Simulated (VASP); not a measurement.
Set up this calculation in VASP 6.6.1, as the native input.

```
Task                   : single point
Functional             : PBE
Potentials or basis    : VASP PAW PBE potentials, release 64 (Os)
Cutoff                 : 520 eV
k mesh                 : 18 × 18 × 12
Occupations            : gaussian, width 0.15 eV
Spin                   : no spin polarisation
Dipole correction      : no
Further INCAR settings : ALGO = Fast; EDIFF = 1e-06; NBANDS = 15
```

The structure of Os lies in POSCAR:

```
Os
1.0
    2.7751114752      0.0000000000      0.0000000000
   -1.3875557376      2.3322830347      0.0000000000
    0.0000000000      0.0000000000      4.3197000000
Os
2
Direct
    0.3333333333      0.6666666667      0.2500000000
    0.6666666667      0.3333333333      0.7500000000
```

This cell differs from its parent crystal: strain +0.0150 x Voigt [1, -1, 0, 0, 0, 0].

These files were run (other wordings do the same):

INCAR

```
SYSTEM = Os
PREC = Accurate
ENCUT = 520
EDIFF = 1E-6
ISMEAR = 0
SIGMA = 0.15
LREAL = .False.
LASPH = .True.
NELM = 60
ALGO = Fast
ISIF = 2
LWAVE = .False.
LCHARG = .False.
GGA = PE
NBANDS = 15
```

KPOINTS

```
Automatic mesh
0
Gamma
  18 18 12
  0 0 0
```

Potentials or basis: VASP PAW PBE potentials, release 64 (Os).

The run is started by

```sh
$ cat potpaw_PBE.64/Os/POTCAR > POTCAR
$ mpirun -np 1 vasp_std > vasp.out
```

It gave:

| Quantity | Value |
| --- | --- |
| Pressure | 9.1 GPa |
| Largest force | 0.082 eV/Å |
| Band gap on the k mesh | zero (band 8 reaches 11.62 eV, above the bottom of band 9 at 7.47 eV) |

Caveat: the cell differs from its parent crystal (strain +0.0150 x Voigt [1, -1, 0, 0, 0, 0]); spin-orbit coupling is left out, which moves the levels of the heavy elements.

It took 75 s on 1 thread of Intel(R) Xeon(R) 6975P-C (Granite Rapids) (shared host), peak memory 0.33 GiB.
